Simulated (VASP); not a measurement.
Here is a VASP 6.6.1 calculation.

POSCAR

```
Ni
1.0
    4.0065530061      0.0000000000      0.0000000000
   -2.0032765031      3.4697766849      0.0000000000
   -1.3355176687      0.0000000000      2.1621136183
Ni
3
Direct
    0.3333333333      0.6666666667      0.0000000000
    0.0000000000      0.0000000000      0.0000000000
    0.6666666667      0.3333333333      0.0000000000
```

The input INCAR.step1:

```
SYSTEM = Ni
PREC = Accurate
ENCUT = 520
ISMEAR = 0
SIGMA = 0.1
LREAL = .False.
LASPH = .True.
NELM = 150
ISPIN = 2
MAGMOM = 0.9 0.9 0.9
LMAXMIX = 4
NBANDS = 26
GGA = PE
ALGO = Normal
EDIFF = 1E-4
LWAVE = .True.
LCHARG = .False.
```

File INCAR.step2:

```
SYSTEM = Ni
PREC = Accurate
ENCUT = 520
EDIFF = 1E-6
ISMEAR = 0
SIGMA = 0.1
LREAL = .False.
LASPH = .True.
NELM = 150
ALGO = Normal
ISIF = 2
LWAVE = .False.
LCHARG = .False.
ISPIN = 2
MAGMOM = 0.9 0.9 0.9
LORBIT = 11
LMAXMIX = 4
METAGGA = R2SCAN
LMIXTAU = .True.
NBANDS = 26
ISTART = 1
```

File KPOINTS:

```
Automatic mesh
0
Gamma
  9 9 16
  0 0 0
```

Potentials or basis: VASP PAW PBE potentials, release 64 (Ni).

Run with:

```sh
$ cat potpaw_PBE.64/Ni/POTCAR > POTCAR
$ cp INCAR.step1 INCAR
$ mpirun -np 1 vasp_std > vasp.out
$ cp INCAR.step2 INCAR
$ mpirun -np 1 vasp_std > vasp.out
```

**Question.** Predict the site moments.

**Answer.** Ni +0.69 μB.

**Question.** Estimate the net moment.

**Answer.** 2.05 μB per cell.

**Question.** What does it give for the pressure?

**Answer.** 17.9 GPa.

Stress tensor (GPa, compression positive):
```
 33.97   0.00   0.02
  0.00  33.97   0.00
  0.02   0.00 -14.24
```

Caveat: the stress differs along the axes, from -14 to 34 GPa; the PAW data sets were made with another functional, which shifts forces and pressure a little.
